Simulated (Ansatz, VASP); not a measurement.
# Two plane-wave programs on Cu

```xyz
1
Lattice="-1.4157 1.4157 1.4157 1.4157 -1.4157 1.4157 1.4157 1.4157 -1.4157" Properties=species:S:1:pos:R:3 pbc="T T T"
Cu    0.0000    0.0000    0.0000
```

Alike in both runs: task single point; functional PBEsol; k mesh 8 × 8 × 8; occupations gaussian, width 0.1 eV; no spin polarisation.

```csv
,VASP,Ansatz
version,VASP 6.6.1,Ansatz 0.2.0
potentials or method,"VASP PAW PBE potentials, release 64 (Cu), cutoff 600 eV","scalar-relativistic, plane waves, PAW"
valence electrons in the cell,11,19
```

Ansatz gave:

| Quantity | Value |
| --- | --- |
| gap on the k mesh at the Fermi level (eV) | none |
| pressure (GPa) | 0.1 |

Estimate VASP's values.

gap on the k mesh at the Fermi level (eV): none; pressure (GPa): 1.0.

VASP's potentials were made for PBE, not for PBEsol, and Ansatz warns of the same on its side. A gap of «none» marks a metal or a gap that the smearing closes. VASP's potentials hold 11 valence electrons a cell and Ansatz's 19, so a difference there can come from the potentials and not from the codes.

The k mesh is coarse, so the values compare programs but aren't converged.
